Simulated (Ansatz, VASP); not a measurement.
# Se: VASP beside Ansatz

```
CELL_PARAMETERS angstrom
5.57397 0.00000 0.00000
-2.78698 4.82720 0.00000
0.00000 0.00000 3.41708
ATOMIC_POSITIONS crystal
Se 0.00000 0.00000 0.00000
Se 0.33333 0.66667 0.50000
Se 0.66667 0.33333 0.50000
```

Alike in both runs: task single point; functional r2SCAN; k mesh 6 × 6 × 6; occupations gaussian, width 0.1 eV; no spin polarisation.

|  | VASP | Ansatz |
| --- | --- | --- |
| version | VASP 6.6.1 | Ansatz 0.2.0 |
| potentials or method | VASP PAW PBE potentials, release 64 (Se), cutoff 520 eV | scalar-relativistic, plane waves, PAW |
| valence electrons in the cell | 18 | 48 |

|  | VASP | Ansatz | Ansatz less VASP |
| --- | --- | --- | --- |
| gap on the k mesh at the Fermi level (eV) | none | none | - |
| pressure (GPa) | -11.2 | -11.2 | +0.02 |
| traceless stress, the component that is largest in VASP (GPa) | 0.25 | 0.24 | -0.005 |

VASP's potentials were made for PBE, not for r2SCAN. A gap of «none» marks a metal or a gap that the smearing closes. VASP's potentials hold 18 valence electrons a cell and Ansatz's 48, so a difference there can come from the potentials and not from the codes.
